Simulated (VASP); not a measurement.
The system is Te.

```
Te
1.0
     9.21402    0.00000    0.00000
     0.00000    3.15220    0.00000
     0.00000    0.00000    4.45664
Te
4
Direct
  0.75000 0.50000 0.52062
  0.25000 0.50000 0.47938
  0.00000 0.50000 0.00000
  0.50000 0.50000 0.00000
```

Base run:

| Quantity | Value |
| --- | --- |
| Program | VASP 6.6.1 |
| Functional | BLYP |
| Potentials or basis | VASP PAW PBE potentials, release 64 (Te) |
| Cutoff | 520 eV |
| k mesh | 3 × 7 × 5 |
| Occupations | fermi-dirac, width 0.15 eV |
| Spin | no spin polarisation |

Its results: band gap on the k mesh zero (band 12 reaches 9.06 eV, above the bottom of band 13 at 5.63 eV); pressure 5.4 GPa; largest force 0.005 eV/Å.

Q: The run is repeated on the same cell with these changes: functional from BLYP to LDA; potentials or basis from VASP PAW PBE potentials, release 64 (Te) to VASP PAW LDA potentials, release 64 (Te). What comes out?

A: Band gap on the k mesh zero (band 12 reaches 8.49 eV, above the bottom of band 13 at 4.97 eV); pressure -2.5 GPa; largest force 0.040 eV/Å.

Caveats: spin-orbit coupling is left out, which moves the levels of the heavy elements; the PAW data sets were made with another functional, which shifts forces and pressure a little (some runs).
